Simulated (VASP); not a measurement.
Set up this calculation in VASP 6.6.1, as the native input.

- Task: single point
- Functional: LDA
- Potentials or basis: VASP PAW LDA potentials, release 64 (Al, Zn)
- Cutoff: 520 eV
- k mesh: 18 × 18 × 8
- Occupations: gaussian, width 0.15 eV
- Spin: no spin polarisation
- Dipole correction: no
- Further INCAR settings: ALGO = Fast; EDIFF = 1e-06; NBANDS = 16

The structure of Al2Zn lies in POSCAR:

```
Al2Zn
1.0
    2.8552462877      0.0000000000      0.0000000000
   -1.4276231438      2.4727158192      0.0000000000
    0.0000000000      0.0000000000      6.4243041473
Al Zn
2 1
Direct
    0.3333333333      0.6666666667      0.3282219152
    0.6666666667      0.3333333333      0.6717780848
    0.0000000000      0.0000000000      0.0000000000
```

This cell differs from its parent crystal: volume 15.119 Å^3 an atom, c/a of the conventional cell 2.2500.

These files were run (other wordings do the same):

INCAR

```
  ALGO = Fast
  EDIFF = 1E-6
  ENCUT = 520
  ISIF = 2
  ISMEAR = 0
  LASPH = T
  LCHARG = F
  LREAL = F
  LWAVE = F
  NBANDS = 16
  NELM = 60
  PREC = Accurate
  SIGMA = 0.15
```

KPOINTS

```
k-points
0
Gamma
  18 18 8
```

Potentials or basis: VASP PAW LDA potentials, release 64 (Al, Zn).

The run is started by

```sh
$ cat potpaw_LDA.64/Al/POTCAR potpaw_LDA.64/Zn/POTCAR > POTCAR
$ mpirun -np 1 vasp_std > vasp.out
```

It gave:

```
Pressure               : 0.7 GPa
Largest force          : 0.007 eV/Å
Band gap on the k mesh : zero (band 9 reaches 10.09 eV, above the bottom of band 10 at 5.28 eV)
```

It took 71 s on 1 thread of Intel(R) Xeon(R) 6975P-C (Granite Rapids) (shared host), peak memory 0.29 GiB.
